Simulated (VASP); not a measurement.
A run of VASP 6.6.1:

Contents of INCAR:

```
PREC     = Accurate       # precision mode
ENCUT    = 600            # plane-wave cutoff, eV
EDIFF    = 1E-6           # SCF threshold, eV
ISMEAR   = 0              # smearing method
SIGMA    = 0.1            # smearing width, eV
LREAL    = F              # projectors in reciprocal space
LASPH    = T              # aspherical terms in the spheres
NELM     = 100            # most SCF steps
ALGO     = Normal         # electronic algorithm
ISIF     = 3              # what is computed and relaxed
LWAVE    = F              # write WAVECAR
LCHARG   = F              # write CHGCAR
GGA      = PE             # functional
IBRION   = 2              # ionic algorithm
NSW      = 90             # ionic steps
EDIFFG   = -0.04          # ionic threshold
```

The input KPOINTS:

```
Automatic mesh
0
Gamma
  4 4 4
```

File POSCAR:

```
Na7H
1.0
   -3.3234869900      3.3234869900      3.3234869900
    3.3234869900     -3.3234869900      3.3234869900
    3.3234869900      3.3234869900     -3.3234869900
Na H
7 1
Direct
    0.0000000000      0.5000000000      0.5000000000
    0.5000000000      0.0000000000      0.5000000000
    0.5000000000      0.5000000000      0.0000000000
    0.4339882500      0.4339882500      0.4339882500
    0.0000000000      0.0000000000      0.5660117500
    0.0000000000      0.5660117500      0.0000000000
    0.5660117500      0.0000000000      0.0000000000
    0.0000000000      0.0000000000      0.0000000000
```

Potentials or basis: VASP PAW PBE potentials, release 64 (Na_pv, H).

Run with:

```console
$ cat potpaw_PBE.64/Na_pv/POTCAR potpaw_PBE.64/H/POTCAR > POTCAR
$ mpirun -np 1 vasp_std > vasp.out
```

Hardware: 1 thread of Oxide Virtual Turin-like Processor (shared host).

Task: How long does it take, and how much memory?

Result: Run time: 7.7 min on 1 thread of Oxide Virtual Turin-like Processor, with other jobs on the host, peak memory 0.3 GiB. Counts: scf iterations 107, k points 8, ion steps 12.
